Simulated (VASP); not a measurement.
# Sc (P6_3/mmc) in VASP: notebook

Sc is run at these levels: PBE; tasks: electric field gradients, vibrations by perturbation theory.

Everything below comes from runs of VASP 6.6.1. Logs are shortened: lines on timing, memory, paths and dates and some standing lists are left out, and cuts for length are marked.

## 1. The cell of the first run

The structure is hexagonal, space group P6_3/mmc (No. 194). The conventional cell has a = 3.317 Å, b = 3.317 Å, c = 5.209 Å, α = 90.00°, β = 90.00°, γ = 120.00°. Sc (site symmetry -6m2) has 12 Sc at 3.23 to 3.32 Å within 4.3 Å.

## 2. Electric field gradients, PBE

Contents of INCAR:

```
PREC = Accurate ; ENCUT = 520
EDIFF = 1E-8 ; ISMEAR = -1
SIGMA = 0.15 ; LREAL = F
LASPH = T ; NELM = 60
ALGO = Normal ; ISIF = 2
LWAVE = F ; LCHARG = F
GGA = PE ; LEFG = T
NBANDS = 18
```

Contents of KPOINTS:

```
Automatic mesh
0
Gamma
  15 15 8
```

Contents of POSCAR:

```
Sc
1.0
    3.3171107572      0.0000000000      0.0000000000
   -1.6585553786      2.8727021829      0.0000000000
    0.0000000000      0.0000000000      5.2092551770
Sc
2
Direct
    0.3333333333      0.6666666667      0.2500000000
    0.6666666667      0.3333333333      0.7500000000
```

Potentials or basis: VASP PAW PBE potentials, release 64 (Sc_sv).

Started as:

```console
cat potpaw_PBE.64/Sc_sv/POTCAR > POTCAR
mpirun -np 1 vasp_std > vasp.out
```

OUTCAR:

```text
PREC = Accurate
   ENCUT = 520
   EDIFF = 1E-8
   ISMEAR = -1
   LREAL = F
   LASPH = T
   NELM = 60
   ISIF = 2
   GGA = PE

 ion  position               nearest neighbor table
   1  0.333  0.667  0.250-   2 3.23   2 3.23   2 3.23   2 3.23   2 3.23   2 3.23
   2  0.667  0.333  0.750-   1 3.23   1 3.23   1 3.23   1 3.23   1 3.23   1 3.23

  LATTYP: Found a hexagonal cell.
 ALAT       =     3.3171107572
 C/A-ratio  =     1.5704194277

  Lattice vectors:

 A1 = (   3.3171107572,   0.0000000000,   0.0000000000)
 A2 = (  -1.6585553786,   2.8727021829,   0.0000000000)
 A3 = (   0.0000000000,   0.0000000000,   5.2092551770)

Analysis of symmetry for initial positions (statically):
=====================================================================
 Subroutine PRICEL returns:
 Original cell was already a primitive cell.

 Routine SETGRP: Setting up the symmetry group for a
 hexagonal supercell.

 Subroutine GETGRP returns: Found 24 space group operations
 (whereof 12 operations were pure point group operations)
 out of a pool of 24 trial point group operations.

The static configuration has the point symmetry D_3d.
 The point group associated with its full space group is D_6h.

Analysis of symmetry for dynamics (positions and initial velocities):
=====================================================================
 Subroutine PRICEL returns:
 Original cell was already a primitive cell.

 Routine SETGRP: Setting up the symmetry group for a
 hexagonal supercell.

 Subroutine GETGRP returns: Found 24 space group operations
 (whereof 12 operations were pure point group operations)
 out of a pool of 24 trial point group operations.

The dynamic configuration has the point symmetry D_3d.
 The point group associated with its full space group is D_6h.

 Subroutine INISYM returns: Found 24 space group operations
 (whereof 12 operations are pure point group operations),
 and found     1 'primitive' translations

----------------------------------------------------------------------------------------

                                     Primitive cell

  volume of cell :      49.6394

  direct lattice vectors                    reciprocal lattice vectors
     3.317110757  0.000000000  0.000000000     0.301467172  0.174052153  0.000000000
    -1.658555379  2.872702183  0.000000000     0.000000000  0.348104306  0.000000000
     0.000000000  0.000000000  5.209255177     0.000000000  0.000000000  0.191966023

  length of vectors
     3.317110757  3.317110757  5.209255177     0.348104306  0.348104306  0.191966023

  position of ions in fractional coordinates (direct lattice)
     0.333333333  0.666666667  0.250000000
     0.666666667  0.333333333  0.750000000

  ion indices of the primitive-cell ions
   primitive index   ion index
                 1           1
                 2           2

----------------------------------------------------------------------------------------

 KPOINTS: Automatic mesh

Automatic generation of k-mesh.
 Grid dimensions read from file:
 generate k-points for:   15   15    8

 Generating k-lattice:

  Cartesian coordinates                     Fractional coordinates (reciprocal lattice)
     0.020097811  0.011603477  0.000000000     0.066666667  0.000000000  0.000000000
     0.000000000  0.023206954  0.000000000     0.000000000  0.066666667  0.000000000
     0.000000000  0.000000000  0.023995753     0.000000000  0.000000000  0.125000000

  Length of vectors
     0.023206954  0.023206954  0.023995753

  Shift w.r.t. Gamma in fractional coordinates (k-lattice)
     0.000000000  0.000000000  0.000000000

 Subroutine IBZKPT returns following result:
 ===========================================

 Found    135 irreducible k-points:

 Following reciprocal coordinates:
            Coordinates               Weight
  0.000000  0.000000  0.000000      1.000000
  0.066667 -0.000000  0.000000      6.000000
  0.133333  0.000000  0.000000      6.000000
  0.200000  0.000000  0.000000      6.000000
  0.266667  0.000000  0.000000      6.000000
  0.333333 -0.000000  0.000000      6.000000
[... 16 lines left out ...]
  0.333333  0.200000  0.000000     12.000000
  0.400000  0.200000  0.000000      6.000000
 [... further k-points ...]
   k-points           NKPTS =    135   k-points in BZ     NKDIM =    135   number of bands    NBANDS=     18
   number of dos      NEDOS =    301   number of ions     NIONS =      2
   total plane-waves  NPLWV =  31360
   dimension x,y,z NGX =    28 NGY =   28 NGZ =   40
   dimension x,y,z NGXF=    56 NGYF=   56 NGZF=   80
   ions per type =               2
   NGX,Y,Z   is equivalent  to a cutoff of  14.03, 14.03, 12.77 a.u.
   NGXF,Y,Z  is equivalent  to a cutoff of  28.07, 28.07, 25.53 a.u.
 SYSTEM =  unknown system
   PREC   = accura    normal or accurate (medium, high low for compatibility)
   ISTART =      0    job   : 0-new  1-cont  2-samecut
   ICHARG =      2    charge: 1-file 2-atom 10-const
   ISPIN  =      1    spin polarized calculation?
   LNONCOLLINEAR =      F non collinear calculations
   LSORBIT =      F    spin-orbit coupling
   LASPH  =      T    aspherical Exc in radial PAW
   ENCUT  =  520.0 eV  38.22 Ry    6.18 a.u.   6.17  6.17  9.69*2*pi/ulx,y,z
   NELM   =     60;   NELMIN=  2; NELMDL= -5     # of ELM steps
   EDIFF  = 0.1E-07   stopping-criterion for ELM
   LREAL  =      F    real-space projection
   EDIFFG = 0.1E-06   stopping-criterion for IOM
   NSW    =      0    number of steps for IOM
   IBRION =     -1    ionic relax: 0-MD 1-quasi-New 2-CG
   NFREE  =      0    steps in history (QN), initial steepest desc. (CG)
   ISIF   =      2    stress and relaxation
   ISYM   =      2    0-nonsym 1-usesym 2-fastsym
   POTIM  = 0.5000    time-step for ionic-motion
   TEBEG  =    0.0;   TEEND  =   0.0 temperature during run
   PSTRESS=    0.0 pullay stress
   NELECT =      22.0000    total number of electrons
   NUPDOWN=      -1.0000    fix difference up-down
   EMIN   =  10.00;   EMAX   =-10.00  energy-range for DOS
   EFERMI =   0.00;   METHOD = LEGACY
   ISMEAR =    -1;   SIGMA  =   0.15  broadening in eV -4-tet -1-fermi 0-gaus
   EFERMI_NEDOS =   21; number of points for ismear=-14 and -15
   IALGO  =     38    algorithm
   IMIX   =      4    mixing-type and parameters
     AMIX     =   0.40;   BMIX     =  1.00
     AMIX_MAG =   1.60;   BMIX_MAG =  1.00
  volume/ion in A,a.u.               =      24.82       167.49
  Fermi-wavevector in a.u.,A,eV,Ry     =   1.248170  2.358699 21.196894  1.557928
  Thomas-Fermi vector in A             =   2.382269
   LORBIT       =      0    0 simple, 1 ext, 2 COOP (PROOUT), +10 PAW based schemes
   GGA     = PE    functional components
   LHFCALC =     F    Hartree Fock is set to
   AEXX    =    0.0000 exact exchange contribution
   IVDW    =     0    specifies the selected vdW correction
   LEPSILON=     F    determine dielectric tensor
   LRPA    =     F    only Hartree local field effects (RPA)
 non-spin polarized calculation
  energy-cutoff  :      520.00
  volume of cell :       49.64
 maximum number of plane-waves:      1363
 NGX is ok and might be reduce to    28
   NGX = 13   NGY = 13   NGZ = 19

 number of electron      21.9999996 magnetization

 Free energy of the ion-electron system (eV)
  ---------------------------------------------------
  ext. energy  EPLUGINS =         0.00000000
  ---------------------------------------------------
  free energy    TOTEN  =       -12.63904116 eV

  energy without entropy =      -12.37783666  energy(sigma->0) =      -12.50843891

 E-fermi :   3.6491     XC(G=0):  -9.8485

 val. band max:        3.6486730855   @ k =   0.4000   0.2000   0.3750
 cond. band min:       3.6523264341   @ k =   0.4000   0.0000   0.2500
 fundamental gap:      0.0036533486
 Fermi energy:         3.6491403751

 k-point     1 :       0.0000    0.0000    0.0000
  band No.  band energies     occupation
      1     -45.7850      2.00000
      2     -45.7182      2.00000
      3     -24.6118      2.00000
      4     -24.2694      2.00000
      5     -24.2694      2.00000
      6     -24.2070      2.00000
[... 10 lines left out ...]
     17       5.9694      0.00000
     18       5.9694      0.00000

 k-point     2 :       0.0667   -0.0000    0.0000
  band No.  band energies     occupation
      1     -45.7830      2.00000
      2     -45.7174      2.00000
      3     -24.6061      2.00000
      4     -24.2805      2.00000
      5     -24.2733      2.00000
      6     -24.2187      2.00000
[... 10 lines left out ...]
     17       5.8885      0.00000
     18       5.9095      0.00000
[... 442 lines left out ...]
 k-point    24 :       0.4000    0.2000    0.0000
  band No.  band energies     occupation
      1     -45.7236      2.00000
      2     -45.7101      2.00000
      3     -24.5046      2.00000
      4     -24.4348      2.00000
      5     -24.4061      2.00000
      6     -24.3955      2.00000
[... 10 lines left out ...]
     17       7.3893      0.00000
     18       7.4770      0.00000

 [... further k-points ...]
[... 5 lines left out ...]
  --------------------------------------------------------------------------------------
  -------------------------------------------------------------------------------------
  Total        0.0092235      0.0092235      0.0115412     -0.0000000      0.0000000      0.0000000
  in kB        0.2977009      0.2977009      0.3725064     -0.0000000      0.0000000      0.0000000
  external PRESSURE =       0.3226361 kB  Pullay stress =       0.0000000 kB

 VOLUME and BASIS-vectors are now :
 -----------------------------------------------------------------------------
  energy-cutoff  :      520.00
  volume of cell :       49.64
      direct lattice vectors                 reciprocal lattice vectors
     3.317110757  0.000000000  0.000000000     0.301467172  0.174052153  0.000000000
    -1.658555379  2.872702183  0.000000000     0.000000000  0.348104306  0.000000000
     0.000000000  0.000000000  5.209255177     0.000000000  0.000000000  0.191966023

 POSITION                                       TOTAL-FORCE (eV/Angst)
 -----------------------------------------------------------------------------------
     -0.00000      1.91513      1.30231        -0.000000      0.000000     -0.000000
      1.65856      0.95757      3.90694         0.000000     -0.000000      0.000000
 -----------------------------------------------------------------------------------
    total drift:                               -0.000000      0.000000     -0.000000

  FREE ENERGIE OF THE ION-ELECTRON SYSTEM (eV)
  ---------------------------------------------------
  free  energy   TOTEN  =       -12.6390411644 eV

  energy  without entropy=      -12.3778366581  energy(sigma->0) =      -12.50843891

 Electric field gradients (V/A^2)
---------------------------------------------------------------------
 ion       V_xx      V_yy      V_zz      V_xy      V_xz      V_yz
---------------------------------------------------------------------
   1      -5.483    -5.482    10.965     0.000     0.000    -0.000
   2      -5.483    -5.482    10.965     0.000    -0.000     0.000
---------------------------------------------------------------------

 Electric field gradients after diagonalization (V/A^2)
 (convention: |V_zz| > |V_xx| > |V_yy|)
----------------------------------------------------------------------
 ion       V_xx      V_yy      V_zz     asymmetry (V_yy - V_xx)/ V_zz
----------------------------------------------------------------------
   1      -5.483    -5.482    10.965       0.000
   2      -5.483    -5.482    10.965       0.000
----------------------------------------------------------------------

           NMR quadrupolar parameters

 Cq : quadrupolar parameter    Cq=e*Q*V_zz/h
 eta: asymmetry parameters     (V_yy - V_xx)/ V_zz
 Q  : nuclear electric quadrupole moment in mb (millibarn)
----------------------------------------------------------------------
 ion       Cq(MHz)       eta       Q (mb)
----------------------------------------------------------------------
   1       0.027       0.000       1.000
   2       0.027       0.000       1.000
----------------------------------------------------------------------
```

Wall time 65 s (1 thread of Intel Xeon 6975P-C (Granite Rapids), shared host); peak memory 0.24 GiB.

Results:

```yaml
Free_energy: -12.6390 eV
Pressure: 0.0 GPa
Band_gap_on_the_k_mesh: zero (bands 11 and 12 overlap by 1.43 eV)
Largest_electric_field_gradient_by_atom: Sc +11.0 V/Å²
```

Electric field gradients, principal values (V/Å²):
| atom | least | middle | greatest (by size) |
| --- | --- | --- | --- |
| 1 Sc | -5.482 | -5.483 | 10.965 |
| 2 Sc | -5.482 | -5.483 | 10.965 |

Caveat: without QUAD_EFG the Cq values of the log hold for a quadrupole moment of 1 mb, not for the nuclei.

## 3. Vibrations by perturbation theory, PBE

Contents of INCAR:

```
PREC = Accurate
ENCUT = 520
EDIFF = 1E-8
ISMEAR = -1
SIGMA = 0.15
LREAL = F
LASPH = T
NELM = 60
ALGO = Normal
ISIF = 2
LWAVE = F
LCHARG = F
GGA = PE
IBRION = 8
NSW = 1
```

KPOINTS is that of step 2.

POSCAR is that of step 2.

Potentials or basis: VASP PAW PBE potentials, release 64 (Sc_sv).

Started as:

```console
cat potpaw_PBE.64/Sc_sv/POTCAR > POTCAR
mpirun -np 1 vasp_std > vasp.out
```

OUTCAR:

```text
PREC = Accurate
   ENCUT = 520
   EDIFF = 1E-8
   ISMEAR = -1
   LREAL = F
   LASPH = T
   NELM = 60
   ISIF = 2
   GGA = PE
   IBRION = 8
   NSW = 1

 ion  position               nearest neighbor table
   1  0.333  0.667  0.250-   2 3.23   2 3.23   2 3.23   2 3.23   2 3.23   2 3.23
   2  0.667  0.333  0.750-   1 3.23   1 3.23   1 3.23   1 3.23   1 3.23   1 3.23

  LATTYP: Found a hexagonal cell.
 ALAT       =     3.3171107572
 C/A-ratio  =     1.5704194277
[... 699 lines left out ...]

 Eigenvectors and eigenvalues of the dynamical matrix
 ----------------------------------------------------

   1 f  =    6.379306 THz    40.082361 2PiTHz  212.790742 cm-1    26.382678 meV
             X         Y         Z           dx          dy          dz
     -0.000000  1.915135  1.302314     0.000000    0.000000    0.707107
      1.658555  0.957567  3.906941     0.000000    0.000000   -0.707107
[... 11 lines left out ...]
   4 f  =    0.000000 THz     0.000000 2PiTHz    0.000001 cm-1     0.000000 meV
             X         Y         Z           dx          dy          dz
     -0.000000  1.915135  1.302314    -0.686992   -0.161455   -0.044426
      1.658555  0.957567  3.906941    -0.686992   -0.161455   -0.044426

   5 f/i=    0.000000 THz     0.000000 2PiTHz    0.000003 cm-1     0.000000 meV
             X         Y         Z           dx          dy          dz
     -0.000000  1.915135  1.302314     0.140756   -0.455140   -0.522527
      1.658555  0.957567  3.906941     0.140756   -0.455140   -0.522527

   6 f/i=    0.000000 THz     0.000001 2PiTHz    0.000003 cm-1     0.000000 meV
             X         Y         Z           dx          dy          dz
     -0.000000  1.915135  1.302314     0.090714   -0.516507    0.474333
      1.658555  0.957567  3.906941     0.090714   -0.516507    0.474333

--------------------------------------------------------------------------------------------------------

 ELASTIC MODULI CONTR FROM IONIC RELAXATION (kBar)
 Direction    XX          YY          ZZ          XY          YZ          ZX
 --------------------------------------------------------------------------------
 XX         -96.0605     96.0605      0.0000     -0.0000      0.0000      0.0000
 YY          96.0605    -96.0605     -0.0000      0.0000      0.0000      0.0000
 ZZ           0.0000     -0.0000     -0.0000      0.0000      0.0000      0.0000
 XY          -0.0000      0.0000      0.0000    -96.0605      0.0000      0.0000
 YZ           0.0000      0.0000      0.0000      0.0000      0.0000      0.0000
 ZX           0.0000      0.0000      0.0000      0.0000      0.0000      0.0000
 --------------------------------------------------------------------------------
```

Run time: 12 min. Hardware: 1 thread of Intel Xeon 6975P-C (Granite Rapids), shared host; peak memory 0.85 GiB.

What came out:

```yaml
Highest_phonon_frequency_at_Γ: 213 cm⁻¹
```

Phonon frequencies in cm⁻¹ (negative: imaginary):
```csv
q point,frequencies
"(0.000, 0.000, 0.000)",0 0 0 133 133 213
```
